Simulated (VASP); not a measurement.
# Li (Im-3m) in VASP: further runs

Aim: see how the results for Li move with the level of theory and the settings. Levels: BLYP, PBEsol+D4, LDA. Tasks: relaxation of cell and atoms, single point.

Everything below comes from runs of VASP 6.6.1. Logs are shortened: lines on timing, memory, paths and dates and some standing lists are left out, and cuts for length are marked.

## (1) The cell of the first run

The structure is cubic, space group Im-3m (No. 229). Conventional cell: a = 3.509 Å, b = 3.509 Å, c = 3.509 Å, α = 90.00°, β = 90.00°, γ = 90.00°. Within 4.0 Å of Li (site symmetry m-3m) lie 14 Li at 3.04 to 3.51 Å.

## (2) Relaxation of cell and atoms, BLYP

INCAR reads:

```
PREC = Accurate ; ENCUT = 600
EDIFF = 1E-7 ; ISMEAR = -1
SIGMA = 0.05 ; LREAL = F
LASPH = T ; NELM = 100
ALGO = Normal ; ISIF = 3
LWAVE = F ; LCHARG = F
GGA = B5 ; ALDAX = 1.0
AGGAX = 1.0 ; AGGAC = 1.0
ALDAC = 0.0 ; IBRION = 2
NSW = 80 ; EDIFFG = -0.02
```

KPOINTS reads:

```
regular mesh
0
Gamma
  11 11 11
```

POSCAR reads:

```
Li
1.0
   -1.7546500000      1.7546500000      1.7546500000
    1.7546500000     -1.7546500000      1.7546500000
    1.7546500000      1.7546500000     -1.7546500000
Li
1
Direct
    0.0000000000      0.0000000000      0.0000000000
```

Potentials or basis: VASP PAW PBE potentials, release 64 (Li_sv).

Launch:

```
$ cat potpaw_PBE.64/Li_sv/POTCAR > POTCAR
$ mpirun -np 1 vasp_std > vasp.out
```

OUTCAR:

```text
PREC = Accurate
   ENCUT = 600
   EDIFF = 1E-7
   ISMEAR = -1
   LREAL = F
   LASPH = T
   NELM = 100
   ISIF = 3
   GGA = B5
   IBRION = 2
   NSW = 80
   EDIFFG = -0.02

 ion  position               nearest neighbor table
   1  0.000  0.000  0.000-

  LATTYP: Found a body centered cubic cell.
 ALAT       =     3.5093000000

  Lattice vectors:

 A1 = (  -1.7546500000,   1.7546500000,   1.7546500000)
 A2 = (   1.7546500000,  -1.7546500000,   1.7546500000)
 A3 = (   1.7546500000,   1.7546500000,  -1.7546500000)

Analysis of symmetry for initial positions (statically):
=====================================================================
 Subroutine PRICEL returns:
 Original cell was already a primitive cell.

 Routine SETGRP: Setting up the symmetry group for a
 body centered cubic supercell.

 Subroutine GETGRP returns: Found 48 space group operations
 (whereof 48 operations were pure point group operations)
 out of a pool of 48 trial point group operations.

The static configuration has the point symmetry O_h .

Analysis of symmetry for dynamics (positions and initial velocities):
=====================================================================
 Subroutine PRICEL returns:
 Original cell was already a primitive cell.

 Routine SETGRP: Setting up the symmetry group for a
 body centered cubic supercell.

 Subroutine GETGRP returns: Found 48 space group operations
 (whereof 48 operations were pure point group operations)
 out of a pool of 48 trial point group operations.

The dynamic configuration has the point symmetry O_h .

 Subroutine INISYM returns: Found 48 space group operations
 (whereof 48 operations are pure point group operations),
 and found     1 'primitive' translations

----------------------------------------------------------------------------------------

                                     Primitive cell

  volume of cell :      21.6088

  direct lattice vectors                    reciprocal lattice vectors
    -1.754650000  1.754650000  1.754650000     0.000000000  0.284957114  0.284957114
     1.754650000 -1.754650000  1.754650000     0.284957114  0.000000000  0.284957114
     1.754650000  1.754650000 -1.754650000     0.284957114  0.284957114  0.000000000

  length of vectors
     3.039142950  3.039142950  3.039142950     0.402990215  0.402990215  0.402990215

  position of ions in fractional coordinates (direct lattice)
     0.000000000  0.000000000  0.000000000
[... 81 lines left out ...]
   NFREE  =      1    steps in history (QN), initial steepest desc. (CG)
   ISIF   =      3    stress and relaxation
   ISYM   =      2    0-nonsym 1-usesym 2-fastsym
   POTIM  = 0.5000    time-step for ionic-motion
   TEBEG  =    0.0;   TEEND  =   0.0 temperature during run
   PSTRESS=    0.0 pullay stress
   NELECT =       3.0000    total number of electrons
   NUPDOWN=      -1.0000    fix difference up-down
   EMIN   =  10.00;   EMAX   =-10.00  energy-range for DOS
   EFERMI =   0.00;   METHOD = LEGACY
   ISMEAR =    -1;   SIGMA  =   0.05  broadening in eV -4-tet -1-fermi 0-gaus
   EFERMI_NEDOS =   21; number of points for ismear=-14 and -15
   IALGO  =     38    algorithm
   IMIX   =      4    mixing-type and parameters
     AMIX     =   0.40;   BMIX     =  1.00
     AMIX_MAG =   1.60;   BMIX_MAG =  1.00
  volume/ion in A,a.u.               =      21.61       145.82
  Fermi-wavevector in a.u.,A,eV,Ry     =   0.847692  1.601906  9.776898  0.718582
  Thomas-Fermi vector in A             =   1.963238
   LORBIT       =      0    0 simple, 1 ext, 2 COOP (PROOUT), +10 PAW based schemes
   GGA     = B5    functional components
   LHFCALC =     F    Hartree Fock is set to
   AEXX    =    0.0000 exact exchange contribution
   IVDW    =     0    specifies the selected vdW correction
   LEPSILON=     F    determine dielectric tensor
   LRPA    =     F    only Hartree local field effects (RPA)
 conjugate gradient relaxation of ions
 non-spin polarized calculation
  energy-cutoff  :      600.00
  volume of cell :       21.61
 maximum number of plane-waves:       730
   NGX = 13   NGY = 13   NGZ = 13

--------------------------------------- Ionic step        1  -------------------------------------------

 number of electron       2.9999991 magnetization

 Free energy of the ion-electron system (eV)
  ---------------------------------------------------
  ext. energy  EPLUGINS =         0.00000000
  ---------------------------------------------------
  free energy    TOTEN  =        -1.56769042 eV

  energy without entropy =       -1.56393567  energy(sigma->0) =       -1.56581304

------------------------ aborting loop because EDIFF is reached ----------------------------------------

  FORCE on cell =-STRESS in cart. coord.  units (eV):
  Direction    XX          YY          ZZ          XY          YZ          ZX
  --------------------------------------------------------------------------------------
  -------------------------------------------------------------------------------------
  Total       -0.1350243     -0.1350243     -0.1350243     -0.0000000      0.0000000     -0.0000000
  in kB      -10.0113162    -10.0113162    -10.0113162     -0.0000000      0.0000000     -0.0000000
  external PRESSURE =     -10.0113162 kB  Pullay stress =       0.0000000 kB
[... 57 lines left out ...]
--------------------------------------- Ionic step        3  -------------------------------------------

 number of electron       3.0000004 magnetization

 Free energy of the ion-electron system (eV)
  ---------------------------------------------------
  ext. energy  EPLUGINS =         0.00000000
  ---------------------------------------------------
  free energy    TOTEN  =        -1.57335123 eV

  energy without entropy =       -1.56956614  energy(sigma->0) =       -1.57145869

 E-fermi :   1.1031     XC(G=0):  -6.6850

 val. band max:        1.0862021994   @ k =   0.4545   0.0000   0.0000
 cond. band min:       1.2831283169   @ k =   0.1818   0.1818   0.1818
 fundamental gap:      0.1969261175
 Fermi energy:         1.1031215456

 k-point     1 :       0.0000    0.0000    0.0000
  band No.  band energies     occupation
      1     -46.1154      2.00000
      2      -2.4693      2.00000
      3      15.5321      0.00000
      4      15.5322      0.00000
      5      15.5322      0.00000
[... 177 lines left out ...]
 k-point    24 :       0.3636    0.1818    0.0909
  band No.  band energies     occupation
      1     -46.0950      2.00000
      2       2.3141      0.00000
      3       4.3968      0.00000
      4       7.8823      0.00000
      5      10.4260      0.00000

 [... further k-points ...]
[... 5 lines left out ...]
  --------------------------------------------------------------------------------------
  -------------------------------------------------------------------------------------
  Total       -0.0094713     -0.0094713     -0.0094713      0.0000000      0.0000000     -0.0000000
  in kB       -0.7601262     -0.7601262     -0.7601262      0.0000000      0.0000000     -0.0000000
  external PRESSURE =      -0.7601262 kB  Pullay stress =       0.0000000 kB
[... 16 lines left out ...]
  FREE ENERGIE OF THE ION-ELECTRON SYSTEM (eV)
  ---------------------------------------------------
  free  energy   TOTEN  =        -1.5733512312 eV

  energy  without entropy=       -1.5695661439  energy(sigma->0) =       -1.57145869

 reached required accuracy - stopping structural energy minimisation
```

OSZICAR:

```text
N       E                     dE             d eps       ncg     rms          rms(c)
DAV:   1     0.928904616777E+00    0.92890E+00   -0.79086E+02   560   0.472E+02
DAV:   2    -0.142945147609E+01   -0.23584E+01   -0.22240E+01   780   0.589E+01
DAV:   3    -0.156116749033E+01   -0.13172E+00   -0.13156E+00   710   0.106E+01
[... 25 lines left out ...]
DAV:   7    -0.157335184965E+01   -0.46618E-06   -0.16243E-06   740   0.147E-02    0.288E-03
DAV:   8    -0.157335164549E+01    0.20415E-06   -0.88136E-08   600   0.426E-03    0.153E-03
DAV:   9    -0.157335137086E+01    0.27463E-06   -0.13757E-08   310   0.163E-03    0.442E-04
DAV:  10    -0.157335124583E+01    0.12504E-06   -0.16446E-08   310   0.152E-03    0.559E-05
DAV:  11    -0.157335123124E+01    0.14584E-07   -0.77101E-09   305   0.115E-03
   3 F= -.15733512E+01 E0= -.15714587E+01  d E =-.566081E-02
```

Run time: 13 s. Hardware: 1 thread of Intel Xeon Platinum 8488C (Sapphire Rapids), shared host; peak memory 0.13 GiB.

What came out:

```yaml
Free_energy: -1.5734 eV
Relaxed_volume: 19.96 Å³/atom
Relaxed_cell: a = 2.960 Å, b = 2.960 Å, c = 2.960 Å, α = 109.47°, β = 109.47°, γ = 109.47°
Space_group_after_relaxing_to_0.05_Å: Im-3m (No. 229)
Energy_gained_by_relaxing: 5.7 meV/atom
Ionic_steps: 3
Pressure_after_relaxing: -0.1 GPa
```

Step by step:
| step | energy change (eV) | largest force (eV/Å) | pressure (GPa) | volume (Å³) |
| --- | --- | --- | --- | --- |
| 1 | 0.0000 | 0.0000 | -1.00 | 21.61 |
| 2 | -0.0023 | 0.0000 | -0.80 | 21.19 |
| 3 | -0.0057 | 0.0000 | -0.08 | 19.96 |

Final structure:
```yaml
crystal:
  lattice:
    - [-1.70893, 1.70893, 1.70893]
    - [1.70893, -1.70893, 1.70893]
    - [1.70893, 1.70893, -1.70893]
  atoms:
    - { symbol: Li, position: [0.00000, 0.00000, 0.00000] }
```

Caveat: the cutoff is under 1.25 times the usual one of these potentials, so pressure, stress and relaxed cells hold a basis-set (Pulay) error; the PAW data sets were made with another functional, which shifts forces and pressure a little.

## (3) Relaxation of cell and atoms, PBEsol+D4

INCAR reads:

```
SYSTEM = Li
ALGO = Normal ; EDIFF = 1E-6
EDIFFG = -0.005 ; ENCUT = 600
GGA = PS ; IBRION = 2
ISIF = 3 ; ISMEAR = -1
IVDW = 13 ; LASPH = .True.
LCHARG = .False. ; LREAL = .False.
LWAVE = .False. ; NELM = 80
NSW = 80 ; PREC = Accurate
SIGMA = 0.05
```

KPOINTS reads:

```
k-points
0
Gamma
  11 11 11
  0 0 0
```

POSCAR is that of step 2.

Potentials or basis: VASP PAW PBE potentials, release 64 (Li_sv).

Launch:

```
$ cat potpaw_PBE.64/Li_sv/POTCAR > POTCAR
$ mpirun -np 1 vasp_std > vasp.out
```

OUTCAR:

```text
SYSTEM = Li
   EDIFF = 1E-6
   EDIFFG = -0.005
   ENCUT = 600
   GGA = PS
   IBRION = 2
   ISIF = 3
   ISMEAR = -1
   IVDW = 13
   LASPH = .True.
   LREAL = .False.
   NELM = 80
   NSW = 80
   PREC = Accurate

 ion  position               nearest neighbor table
   1  0.000  0.000  0.000-

  LATTYP: Found a body centered cubic cell.
 ALAT       =     3.5093000000

  Lattice vectors:

 A1 = (  -1.7546500000,   1.7546500000,   1.7546500000)
 A2 = (   1.7546500000,  -1.7546500000,   1.7546500000)
 A3 = (   1.7546500000,   1.7546500000,  -1.7546500000)

Analysis of symmetry for initial positions (statically):
=====================================================================
 Subroutine PRICEL returns:
 Original cell was already a primitive cell.

 Routine SETGRP: Setting up the symmetry group for a
 body centered cubic supercell.

[... 279 lines left out ...]
--------------------------------------- Ionic step        4  -------------------------------------------

 number of electron       3.0000005 magnetization

 Free energy of the ion-electron system (eV)
  ---------------------------------------------------
  ext. energy  EPLUGINS =         0.00000000
  ---------------------------------------------------
  free energy    TOTEN  =        -1.97302767 eV

  energy without entropy =       -1.96927272  energy(sigma->0) =       -1.97115020

 E-fermi :   0.7069     XC(G=0):  -7.0738

 val. band max:        0.6916388217   @ k =   0.4545   0.0000   0.0000
 cond. band min:       0.8876075213   @ k =   0.1818   0.1818   0.1818
 fundamental gap:      0.1959686997
 Fermi energy:         0.7068940569

 k-point     1 :       0.0000    0.0000    0.0000
  band No.  band energies     occupation
      1     -45.1787      2.00000
      2      -2.8964      2.00000
      3      15.5547      0.00000
      4      15.5547      0.00000
      5      15.5548      0.00000
[... 177 lines left out ...]
 k-point    24 :       0.3636    0.1818    0.0909
  band No.  band energies     occupation
      1     -45.1554      2.00000
      2       1.9299      0.00000
      3       4.0259      0.00000
      4       7.5511      0.00000
      5      10.2188      0.00000

 [... further k-points ...]

------------------------ aborting loop because EDIFF is reached ----------------------------------------

  DFT-D4 for vdW energy calculation

  Edisp (eV):   -0.01141
[... 24 lines left out ...]
  FREE ENERGIE OF THE ION-ELECTRON SYSTEM (eV)
  ---------------------------------------------------
  free  energy   TOTEN  =        -1.9844350703 eV

  energy  without entropy=       -1.9806801202  energy(sigma->0) =       -1.98255760

 reached required accuracy - stopping structural energy minimisation
```

CONTCAR:

```text
Li
   1.00000000000000
    -1.7047146730301070    1.7047146730301070    1.7047146730301070
     1.7047146730301070   -1.7047146730301070    1.7047146730301070
     1.7047146730301070    1.7047146730301070   -1.7047146730301070
  Li
     1
Direct
     0.0000000000000000    0.0000000000000000    0.0000000000000000

  0.00000000E+00  0.00000000E+00  0.00000000E+00
```

Wall time 7.5 s (1 thread of Intel Xeon Platinum 8488C (Sapphire Rapids), shared host); peak memory 0.13 GiB.

Results:

```
Free energy                            : -1.9844 eV
Relaxed volume                         : 19.82 Å³/atom
Relaxed cell                           : a = 2.953 Å, b = 2.953 Å, c = 2.953 Å, α = 109.47°, β = 109.47°, γ = 109.47°
Space group after relaxing (to 0.05 Å) : Im-3m (No. 229)
Energy gained by relaxing              : 5.9 meV/atom
Ionic steps                            : 4
Pressure after relaxing                : 0.0 GPa
Dispersion energy per atom             : -0.011 eV
```

The path:
```
step  energy change (eV)  largest force (eV/Å)  pressure (GPa)  volume (Å³)
   1              0.0000                0.0000           -1.00        21.61
   2             -0.0024                0.0000           -0.80        21.19
   3             -0.0056                0.0000           -0.26        20.23
   4             -0.0059                0.0000            0.02        19.82
```

Final structure:
```xyz
1
Lattice="-1.7047 1.7047 1.7047 1.7047 -1.7047 1.7047 1.7047 1.7047 -1.7047" Properties=species:S:1:pos:R:3 pbc="T T T"
Li    0.0000    0.0000    0.0000
```

Caveat: the cutoff is under 1.25 times the usual one of these potentials, so pressure, stress and relaxed cells hold a basis-set (Pulay) error; the PAW data sets were made with another functional, which shifts forces and pressure a little; pairwise dispersion overbinds metals, which lowers pressure and volume.

## (4) Single point, LDA

This run uses another cell than the first one, of 20.31 Å³/atom, 0.940 times its volume.

INCAR reads:

```
  ALGO = Fast
  EDIFF = 1E-6
  ENCUT = 520
  GGA = CA
  ISIF = 2
  ISMEAR = -1
  LASPH = T
  LCHARG = T
  LELF = T
  LREAL = F
  LVHAR = T
  LWAVE = F
  NBANDS = 8
  NELM = 80
  PREC = Accurate
  SIGMA = 0.05
```

KPOINTS reads:

```
k-points
0
Gamma
  11 11 11
```

POSCAR reads:

```
Li
1.0
   -1.7188307657      1.7188307657      1.7188307657
    1.7188307657     -1.7188307657      1.7188307657
    1.7188307657      1.7188307657     -1.7188307657
Li
1
Direct
    0.0000000000      0.0000000000      0.0000000000
```

Potentials or basis: VASP PAW LDA potentials, release 64 (Li_sv).

Launch:

```
$ cat potpaw_LDA.64/Li_sv/POTCAR > POTCAR
$ mpirun -np 1 vasp_std > vasp.out
```

It took 3.1 s on 1 thread of Intel Xeon 6975P-C (Granite Rapids), shared host; peak memory 0.11 GiB.

The run converged. Its results:

```yaml
Free_energy: -2.0461 eV
```

Levels at points of the mesh, in eV from the Fermi level:
```
           k point  band 1  band 2  band 3  band 4  band 5  band 6
(0.00, 0.00, 0.00)  -45.66   -3.52   14.30   14.30   14.30   19.31
```

Caveat: the cutoff is under 1.25 times the usual one of these potentials, so pressure, stress and relaxed cells hold a basis-set (Pulay) error.

## (5) Overview

```tsv
task	level	potentials or basis	cell	cutoff (eV)	gap on the mesh (eV)	pressure (GPa)	relaxed volume (Å³/atom)
relaxation of cell and atoms	BLYP	VASP PAW PBE potentials, release 64 (Li_sv)	relaxed from a = 3.039 Å, angles 109.5°, 1 atom	600	none	-0.1	19.96
relaxation of cell and atoms	PBEsol+D4	VASP PAW PBE potentials, release 64 (Li_sv)	relaxed from a = 3.039 Å, angles 109.5°, 1 atom	600	none	0.0	19.82
single point	LDA	VASP PAW LDA potentials, release 64 (Li_sv)	a = 2.977 Å, angles 109.5°, 1 atom	520	none	-	-
```

Alike in all rows: no spin polarisation; k mesh 11 × 11 × 11; smearing fermi-dirac 0.05 eV.

Caveats: the cutoff is under 1.25 times the usual one of these potentials, so pressure, stress and relaxed cells hold a basis-set (Pulay) error; the PAW data sets were made with another functional, which shifts forces and pressure a little (some runs); pairwise dispersion overbinds metals, which lowers pressure and volume (some runs).

Total energies depend on the potentials used, so only differences within one code and one set of settings carry meaning.

## (6) Against experiment

Step 2. The cell as given is a measured one (21.61 Å³/atom); BLYP puts the equilibrium volume -7.6 % from it, thermal expansion not counted.

Step 3. The cell as given is a measured one (21.61 Å³/atom); PBEsol+D4 puts the equilibrium volume -8.3 % from it, thermal expansion not counted.
